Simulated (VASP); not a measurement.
Wanted: the native input for a VASP 6.6.1 run.

- Task: single point
- Functional: LDA
- Potentials or basis: VASP PAW LDA potentials, release 64 (Si, W_sv)
- Cutoff: 520 eV
- k mesh: 9 × 9 × 6
- Occupations: gaussian, width 0.03 eV
- Spin: no spin polarisation
- Dipole correction: no
- Further INCAR settings: ALGO = Normal; EDIFF = 1e-06; NBANDS = 43

The structure of Si2W lies in POSCAR:

```
Si2W
1.0
    4.5117692230      0.0000000000      0.0000000000
   -2.2558846115      3.9073067631      0.0000000000
    0.0000000000      0.0000000000      6.6832837500
Si W
6 3
Direct
    0.8466874044      0.6933748088      0.5000000000
    0.1533125956      0.8466874044      0.8333333333
    0.6933748088      0.8466874044      0.1666666667
    0.1533125956      0.3066251912      0.5000000000
    0.8466874044      0.1533125956      0.8333333333
    0.3066251912      0.1533125956      0.1666666667
    0.0000000000      0.5000000000      0.1666666667
    0.5000000000      0.5000000000      0.8333333333
    0.5000000000      0.0000000000      0.5000000000
```

This cell differs from its parent crystal: c/a of the conventional cell at fixed volume 1.4813.

One way to write it, as run:

INCAR

```
PREC     = Accurate       # precision mode
ENCUT    = 520            # plane-wave cutoff, eV
EDIFF    = 1E-6           # SCF threshold, eV
ISMEAR   = 0              # smearing method
SIGMA    = 0.03           # smearing width, eV
LREAL    = F              # projectors in reciprocal space
LASPH    = T              # aspherical terms in the spheres
NELM     = 100            # most SCF steps
ALGO     = Normal         # electronic algorithm
ISIF     = 2              # what is computed and relaxed
LWAVE    = F              # write WAVECAR
LCHARG   = T              # write CHGCAR
GGA      = CA             # functional
LELF     = T              # ELF
LVHAR    = T            
NBANDS   = 43             # bands
```

KPOINTS

```
Automatic mesh
0
Gamma
  9 9 6
```

Potentials or basis: VASP PAW LDA potentials, release 64 (Si, W_sv).

Command:

```console
$ cat potpaw_LDA.64/Si/POTCAR potpaw_LDA.64/W_sv/POTCAR > POTCAR
$ mpirun -np 1 vasp_std > vasp.out
```

It gave:

- Pressure: 1.6 GPa
- Largest force: 1.758 eV/Å
- Band gap on the k mesh: zero (band 33 reaches 12.81 eV, above the bottom of band 34 at 12.77 eV)

Caveat: spin-orbit coupling is left out, which moves the levels of the heavy elements; forces of over 1 eV/Å act on the atoms, so gaps and moduli don't describe the material at rest.

Run time: 3.8 min on 1 thread of Intel Xeon 6975P-C, with other jobs on the host, peak memory 0.31 GiB.
